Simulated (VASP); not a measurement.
PbO:

```
CELL_PARAMETERS angstrom
5.87600 0.00000 0.00000
0.00000 5.47600 0.00000
0.00000 0.00000 4.74300
ATOMIC_POSITIONS crystal
Pb 0.76900 0.51400 0.25000
Pb 0.23100 0.48600 0.75000
Pb 0.76900 0.98600 0.75000
Pb 0.23100 0.01400 0.25000
O 0.13200 0.58200 0.25000
O 0.86800 0.41800 0.75000
O 0.13200 0.91800 0.75000
O 0.86800 0.08200 0.25000
```

Base run:

| Quantity | Value |
| --- | --- |
| Program | VASP 6.6.1 |
| Functional | PBE |
| Potentials or basis | VASP PAW PBE potentials, release 64 (Pb_d, O) |
| Cutoff | 520 eV |
| k mesh | 4 × 4 × 4 |
| Occupations | fermi-dirac, width 0.05 eV |
| Spin | no spin polarisation |

Its results: band gap on the k mesh 2.21 eV, indirect (least direct gap 2.42 eV); pressure 2.4 GPa; largest force 0.947 eV/Å.

The run is repeated on the same cell with these changes: k mesh from 4 × 4 × 4 to 5 × 5 × 6. What comes out?

Band gap on the k mesh 1.97 eV, indirect (least direct gap 2.15 eV); pressure 2.4 GPa; largest force 0.947 eV/Å.

Caveats: spin-orbit coupling is left out, which moves the levels of the heavy elements.

A k mesh can miss the band edges.
